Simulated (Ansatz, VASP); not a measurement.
Co: VASP and Ansatz over several settings

```
Co
1.0
     2.45398    0.00000    0.00000
    -1.22699    2.12521    0.00000
     0.00000    0.00000    8.03395
Co
4
Direct
  0.66667 0.33333 0.75000
  0.00000 0.00000 0.50000
  0.33333 0.66667 0.25000
  0.00000 0.00000 0.00000
```

Single points on this cell with VASP 6.6.1 and Ansatz 0.2.0. Each row is one pair of runs. Alike in all rows: spin: collinear, typed start; k mesh: 12 × 12 × 4; smearing: fermi-dirac, width 0.05 eV; VASP's potentials, cutoff: VASP PAW PBE potentials, release 64 (Co), 520 eV.

```tsv
level	Ansatz's potentials, cutoff	gap on the k mesh at the Fermi level (eV), VASP	gap on the k mesh at the Fermi level (eV), Ansatz	pressure (GPa), VASP	pressure (GPa), Ansatz	net moment per atom (μB), VASP	net moment per atom (μB), Ansatz
PBE+D4	Ansatz PAW, 420 eV	none	none	2.2	3.2	1.62	1.63
RPBE	Ansatz PAW, 420 eV	none	none	14.8	15.8	1.64	1.65
SVWN5	Ansatz PAW, 420 eV	none	none	-13.1	-10.8	1.46	1.56
r2SCAN+D3(BJ)	Ansatz PAW, 500 eV	none	none	1.5	1.4	1.76	1.76
BLYP	Ansatz PAW, 420 eV	none	none	18.2	18.9	1.57	1.58
PBE	Ansatz PAW, 420 eV	none	none	8.5	9.5	1.62	1.63
```

Pressure (GPa): the two programs differ by at most 2.37; net moment per atom (μB): the two programs differ by at most 0.103.

VASP's potentials hold 36 valence electrons a cell and Ansatz's 68, so a difference there can come from the potentials and not from the codes.

A gap of «none» marks a metal or a gap that the smearing closes.

In some rows the two programs ended in different magnetic states.

Noted on Ansatz's runs: the magnetic or orbital state may not be the lowest.
